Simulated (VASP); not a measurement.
# Be (P6_3/mmc) in VASP: notebook

The runs below take Be through single point, with PBE.

All numbers are computed with VASP 6.6.1; they aren't measurements. Logs are shortened: lines on timing, memory, paths and dates and some standing lists are left out, and cuts for length are marked.

### Step 1. The cell of the first run

Symmetry: P6_3/mmc, No. 194, hexagonal system. Conventional cell: a = 2.300 Å, b = 2.300 Å, c = 3.608 Å, α = 90.00°, β = 90.00°, γ = 120.00°. Within 3.0 Å of Be (site symmetry -6m2) lie 12 Be at 2.24 to 2.30 Å.

### Step 2. Single point, PBE

Input file INCAR:

```
SYSTEM = Be
  PREC = Accurate
  ENCUT = 520
  EDIFF = 1E-6
  ISMEAR = -1
  SIGMA = 0.05
  LREAL = .FALSE.
  LASPH = .TRUE.
  NELM = 100
  ALGO = Normal
  ISIF = 2
  LWAVE = .FALSE.
  LCHARG = .FALSE.
  GGA = PE
  NBANDS = 9
```

Input file KPOINTS:

```
Automatic mesh
0
G
  13 13 8
  0 0 0
```

Input file POSCAR:

```
Be
1.0
    2.3004348782      0.0000000000      0.0000000000
   -1.1502174391      1.9922350443      0.0000000000
    0.0000000000      0.0000000000      3.6079371156
Be
2
Direct
    0.6666666667      0.3333333333      0.7500000000
    0.3333333333      0.6666666667      0.2500000000
```

Potentials or basis: VASP PAW PBE potentials, release 64 (Be).

The run is started by

```bash
$ cat potpaw_PBE.64/Be/POTCAR > POTCAR
$ mpirun -np 1 vasp_std > vasp.out
```

OUTCAR:

```text
SYSTEM = Be
   PREC = Accurate
   ENCUT = 520
   EDIFF = 1E-6
   ISMEAR = -1
   LREAL = .FALSE.
   LASPH = .TRUE.
   NELM = 100
   ISIF = 2
   GGA = PE

 ion  position               nearest neighbor table
   1  0.667  0.333  0.750-   2 2.24   2 2.24   2 2.24   2 2.24   2 2.24   2 2.24
   2  0.333  0.667  0.250-   1 2.24   1 2.24   1 2.24   1 2.24   1 2.24   1 2.24

  LATTYP: Found a hexagonal cell.
 ALAT       =     2.3004348782
 C/A-ratio  =     1.5683717674

  Lattice vectors:

 A1 = (   2.3004348782,   0.0000000000,   0.0000000000)
 A2 = (  -1.1502174391,   1.9922350443,   0.0000000000)
 A3 = (   0.0000000000,   0.0000000000,   3.6079371156)

Analysis of symmetry for initial positions (statically):
=====================================================================
 Subroutine PRICEL returns:
 Original cell was already a primitive cell.

 Routine SETGRP: Setting up the symmetry group for a
 hexagonal supercell.

 Subroutine GETGRP returns: Found 24 space group operations
 (whereof 12 operations were pure point group operations)
 out of a pool of 24 trial point group operations.

The static configuration has the point symmetry D_3d.
 The point group associated with its full space group is D_6h.

Analysis of symmetry for dynamics (positions and initial velocities):
=====================================================================
 Subroutine PRICEL returns:
 Original cell was already a primitive cell.

 Routine SETGRP: Setting up the symmetry group for a
 hexagonal supercell.

 Subroutine GETGRP returns: Found 24 space group operations
 (whereof 12 operations were pure point group operations)
 out of a pool of 24 trial point group operations.

The dynamic configuration has the point symmetry D_3d.
 The point group associated with its full space group is D_6h.

 Subroutine INISYM returns: Found 24 space group operations
 (whereof 12 operations are pure point group operations),
 and found     1 'primitive' translations

----------------------------------------------------------------------------------------

                                     Primitive cell

  volume of cell :      16.5352

  direct lattice vectors                    reciprocal lattice vectors
     2.300434878  0.000000000  0.000000000     0.434700417  0.250974403  0.000000000
    -1.150217439  1.992235044  0.000000000     0.000000000  0.501948805  0.000000000
     0.000000000  0.000000000  3.607937116     0.000000000  0.000000000  0.277166693

  length of vectors
     2.300434878  2.300434878  3.607937116     0.501948805  0.501948805  0.277166693

  position of ions in fractional coordinates (direct lattice)
     0.666666667  0.333333333  0.750000000
     0.333333333  0.666666667  0.250000000

  ion indices of the primitive-cell ions
   primitive index   ion index
                 1           1
                 2           2

----------------------------------------------------------------------------------------

 KPOINTS: Automatic mesh

Automatic generation of k-mesh.
 Grid dimensions read from file:
 generate k-points for:   13   13    8

 Generating k-lattice:

  Cartesian coordinates                     Fractional coordinates (reciprocal lattice)
     0.033438494  0.019305723  0.000000000     0.076923077  0.000000000  0.000000000
     0.000000000  0.038611447  0.000000000     0.000000000  0.076923077  0.000000000
     0.000000000  0.000000000  0.034645837     0.000000000  0.000000000  0.125000000

  Length of vectors
     0.038611447  0.038611447  0.034645837

  Shift w.r.t. Gamma in fractional coordinates (k-lattice)
     0.000000000  0.000000000  0.000000000

 Subroutine IBZKPT returns following result:
 ===========================================

 Found    105 irreducible k-points:

 Following reciprocal coordinates:
            Coordinates               Weight
  0.000000  0.000000  0.000000      1.000000
  0.076923  0.000000  0.000000      6.000000
  0.153846  0.000000  0.000000      6.000000
  0.230769  0.000000  0.000000      6.000000
  0.307692  0.000000  0.000000      6.000000
  0.384615 -0.000000  0.000000      6.000000
[... 16 lines left out ...]
  0.076923  0.000000  0.125000     12.000000
  0.153846  0.000000  0.125000     12.000000
 [... further k-points ...]
   k-points           NKPTS =    105   k-points in BZ     NKDIM =    105   number of bands    NBANDS=      9
   number of dos      NEDOS =    301   number of ions     NIONS =      2
   total plane-waves  NPLWV =   9072
   dimension x,y,z NGX =    18 NGY =   18 NGZ =   28
   dimension x,y,z NGXF=    36 NGYF=   36 NGZF=   56
   ions per type =               2
   NGX,Y,Z   is equivalent  to a cutoff of  13.01, 13.01, 12.90 a.u.
   NGXF,Y,Z  is equivalent  to a cutoff of  26.02, 26.02, 25.80 a.u.
 SYSTEM =  Be
   PREC   = accura    normal or accurate (medium, high low for compatibility)
   ISTART =      0    job   : 0-new  1-cont  2-samecut
   ICHARG =      2    charge: 1-file 2-atom 10-const
   ISPIN  =      1    spin polarized calculation?
   LNONCOLLINEAR =      F non collinear calculations
   LSORBIT =      F    spin-orbit coupling
   LASPH  =      T    aspherical Exc in radial PAW
   ENCUT  =  520.0 eV  38.22 Ry    6.18 a.u.   4.28  4.28  6.71*2*pi/ulx,y,z
   NELM   =    100;   NELMIN=  2; NELMDL= -5     # of ELM steps
   EDIFF  = 0.1E-05   stopping-criterion for ELM
   LREAL  =      F    real-space projection
   EDIFFG = 0.1E-04   stopping-criterion for IOM
   NSW    =      0    number of steps for IOM
   IBRION =     -1    ionic relax: 0-MD 1-quasi-New 2-CG
   NFREE  =      0    steps in history (QN), initial steepest desc. (CG)
   ISIF   =      2    stress and relaxation
   ISYM   =      2    0-nonsym 1-usesym 2-fastsym
   POTIM  = 0.5000    time-step for ionic-motion
   TEBEG  =    0.0;   TEEND  =   0.0 temperature during run
   PSTRESS=    0.0 pullay stress
   NELECT =       4.0000    total number of electrons
   NUPDOWN=      -1.0000    fix difference up-down
   EMIN   =  10.00;   EMAX   =-10.00  energy-range for DOS
[... 5 lines left out ...]
     AMIX     =   0.40;   BMIX     =  1.00
     AMIX_MAG =   1.60;   BMIX_MAG =  1.00
  volume/ion in A,a.u.               =       8.27        55.79
  Fermi-wavevector in a.u.,A,eV,Ry     =   1.020058  1.927631 14.157120  1.040519
  Thomas-Fermi vector in A             =   2.153607
   LORBIT       =      0    0 simple, 1 ext, 2 COOP (PROOUT), +10 PAW based schemes
   GGA     = PE    functional components
   LHFCALC =     F    Hartree Fock is set to
   AEXX    =    0.0000 exact exchange contribution
   IVDW    =     0    specifies the selected vdW correction
   LEPSILON=     F    determine dielectric tensor
   LRPA    =     F    only Hartree local field effects (RPA)
 non-spin polarized calculation
  energy-cutoff  :      520.00
  volume of cell :       16.54
 maximum number of plane-waves:       470
 NGX is ok and might be reduce to    18
   NGX =  9   NGY =  9   NGZ = 13

 number of electron       4.0000000 magnetization

 Free energy of the ion-electron system (eV)
  ---------------------------------------------------
  ext. energy  EPLUGINS =         0.00000000
  ---------------------------------------------------
  free energy    TOTEN  =        -7.52083400 eV

  energy without entropy =       -7.51971905  energy(sigma->0) =       -7.52027652

 E-fermi :   6.5236     XC(G=0): -10.4594

 val. band max:        6.4618759379   @ k =   0.2308   0.1538   0.0000
 cond. band min:       6.5868044203   @ k =   0.3077   0.1538   0.0000
 fundamental gap:      0.1249284824
 Fermi energy:         6.5235756210

 k-point     1 :       0.0000    0.0000    0.0000
  band No.  band energies     occupation
      1      -4.4416      2.00000
      2       2.4166      2.00000
      3       7.6964      0.00000
      4      22.0285      0.00000
      5      22.0285      0.00000
      6      24.8082      0.00000
      7      24.8082      0.00000
      8      26.9226      0.00000
      9      32.9879      0.00000

 k-point     2 :       0.0769    0.0000    0.0000
  band No.  band energies     occupation
      1      -4.2746      2.00000
      2       2.6321      2.00000
      3       7.7510      0.00000
      4      20.7331      0.00000
      5      21.1136      0.00000
      6      24.8002      0.00000
      7      25.2355      0.00000
      8      26.5924      0.00000
      9      30.7698      0.00000

 k-point     3 :       0.1538    0.0000    0.0000
  band No.  band energies     occupation
      1      -3.7734      2.00000
      2       3.2772      2.00000
      3       7.8898      0.00000
      4      17.9463      0.00000
      5      19.5497      0.00000
      6      24.5475      0.00000
      7      25.3047      0.00000
      8      25.3390      0.00000
      9      27.8428      0.00000

 k-point     4 :       0.2308    0.0000    0.0000
  band No.  band energies     occupation
      1      -2.9378      2.00000
      2       4.3471      2.00000
      3       7.9779      0.00000
      4      15.0347      0.00000
      5      18.0975      0.00000
      6      22.8333      0.00000
      7      23.1946      0.00000
      8      24.7258      0.00000
      9      25.9691      0.00000

 k-point     5 :       0.3077    0.0000    0.0000
  band No.  band energies     occupation
      1      -1.7718      2.00000
      2       5.8293      2.00000
      3       7.5357      0.00000
      4      12.9968      0.00000
      5      16.9442      0.00000
      6      19.6036      0.00000
      7      20.6958      0.00000
      8      23.9905      0.00000
      9      25.5619      0.00000

 k-point     6 :       0.3846   -0.0000    0.0000
  band No.  band energies     occupation
      1      -0.2971      2.00000
      2       6.0081      1.99993
      3       7.6848      0.00000
      4      12.5633      0.00000
      5      16.1543      0.00000
      6      16.3609      0.00000
      7      18.3463      0.00000
      8      23.4019      0.00000
      9      25.4923      0.00000
[... 169 lines left out ...]
 k-point    21 :       0.3077    0.3077    0.0000
  band No.  band energies     occupation
      1       3.5100      2.00000
      2       5.9542      1.99998
      3       6.2224      1.99517
      4      12.0516      0.00000
      5      13.2817      0.00000
      6      14.1334      0.00000
      7      18.9569      0.00000
      8      19.8546      0.00000
      9      20.2857      0.00000

 k-point    22 :       0.0000    0.0000    0.1250
  band No.  band energies     occupation
      1      -4.3076      2.00000
      2       1.6684      2.00000
      3       8.7512      0.00000
      4      22.1479      0.00000
      5      22.1479      0.00000
      6      24.7623      0.00000
      7      24.7623      0.00000
      8      25.9675      0.00000
      9      33.6885      0.00000

 k-point    23 :       0.0769    0.0000    0.1250
  band No.  band energies     occupation
      1      -4.1406      2.00000
      2       1.8661      2.00000
      3       8.8219      0.00000
      4      20.8610      0.00000
      5      21.2481      0.00000
      6      24.6257      0.00000
      7      25.0834      0.00000
      8      25.8277      0.00000
      9      30.7338      0.00000

 k-point    24 :       0.1538    0.0000    0.1250
  band No.  band energies     occupation
      1      -3.6391      2.00000
      2       2.4531      2.00000
      3       9.0108      0.00000
      4      18.0726      0.00000
      5      19.6987      0.00000
      6      24.0176      0.00000
      7      24.8580      0.00000
      8      24.9533      0.00000
      9      28.0741      0.00000

 [... further k-points ...]
[... 5 lines left out ...]
  --------------------------------------------------------------------------------------
  -------------------------------------------------------------------------------------
  Total       -0.4543260     -0.4543260     -0.5955119      0.0000000      0.0000000      0.0000000
  in kB      -44.0218957    -44.0218957    -57.7020862      0.0000000      0.0000000      0.0000000
  external PRESSURE =     -48.5819592 kB  Pullay stress =       0.0000000 kB

 VOLUME and BASIS-vectors are now :
 -----------------------------------------------------------------------------
  energy-cutoff  :      520.00
  volume of cell :       16.54
      direct lattice vectors                 reciprocal lattice vectors
     2.300434878  0.000000000  0.000000000     0.434700417  0.250974403  0.000000000
    -1.150217439  1.992235044  0.000000000     0.000000000  0.501948805  0.000000000
     0.000000000  0.000000000  3.607937116     0.000000000  0.000000000  0.277166693

 POSITION                                       TOTAL-FORCE (eV/Angst)
 -----------------------------------------------------------------------------------
      1.15022      0.66408      2.70595         0.000000     -0.000000      0.000000
     -0.00000      1.32816      0.90198        -0.000000      0.000000      0.000000
 -----------------------------------------------------------------------------------
    total drift:                                0.000000     -0.000000      0.000000

  FREE ENERGIE OF THE ION-ELECTRON SYSTEM (eV)
  ---------------------------------------------------
  free  energy   TOTEN  =        -7.5208339977 eV

  energy  without entropy=       -7.5197190460  energy(sigma->0) =       -7.52027652
```

Wall time 18 s (1 thread of Intel Xeon 8259CL, shared host); peak memory 0.13 GiB.

What came out:

| Quantity | Value |
| --- | --- |
| Free energy | -7.5208 eV |
| Pressure | -4.9 GPa |
| Band gap on the k mesh | zero (band 2 reaches 7.74 eV, above the bottom of band 3 at 6.14 eV) |

### Step 3. Single point, PBE

This run uses another cell than the first one, of 8.43 Å³/atom, 1.020 times its volume.

Input file INCAR:

```
PREC = Accurate
ENCUT = 520
EDIFF = 1E-7
ISMEAR = -1
SIGMA = 0.05
LREAL = False
LASPH = True
NELM = 100
ALGO = Normal
ISIF = 2
LWAVE = False
LCHARG = True
GGA = PE
LELF = True
LVHAR = True
NBANDS = 9
```

Input file KPOINTS:

```
Automatic mesh
0
Gamma
  13 13 8
```

Input file POSCAR:

```
Be
1.0
    2.3153731856      0.0000000000      0.0000000000
   -1.1576865928      2.0051719980      0.0000000000
    0.0000000000      0.0000000000      3.6313659352
Be
2
Direct
    0.6666666667      0.3333333333      0.7500000000
    0.3333333333      0.6666666667      0.2500000000
```

Potentials or basis: VASP PAW PBE potentials, release 64 (Be).

The run is started by

```bash
$ cat potpaw_PBE.64/Be/POTCAR > POTCAR
$ mpirun -np 1 vasp_std > vasp.out
```

Run time: 21 s. Hardware: 1 thread of Intel Xeon 8259CL, shared host; peak memory 0.13 GiB.

Results (log left out):

```
Free energy            : -7.5089 eV
Pressure               : -6.9 GPa
Band gap on the k mesh : zero (band 2 reaches 7.58 eV, above the bottom of band 3 at 5.99 eV)
```

Stress tensor (GPa, compression positive):
```
-6.31  0.00  0.00
 0.00 -6.31  0.00
 0.00  0.00 -7.97
```

Levels at points of the mesh, in eV from the Fermi level:
| k point | band 1 | band 2 | band 3 | band 4 | band 5 | band 6 |
| --- | --- | --- | --- | --- | --- | --- |
| (0.00, 0.00, 0.00) | -10.87 | -4.05 | 1.10 | 15.26 | 15.26 | 18.01 |
| (0.00, 0.00, 0.50) | -8.74 | -8.74 | 10.44 | 10.44 | 16.84 | 16.84 |
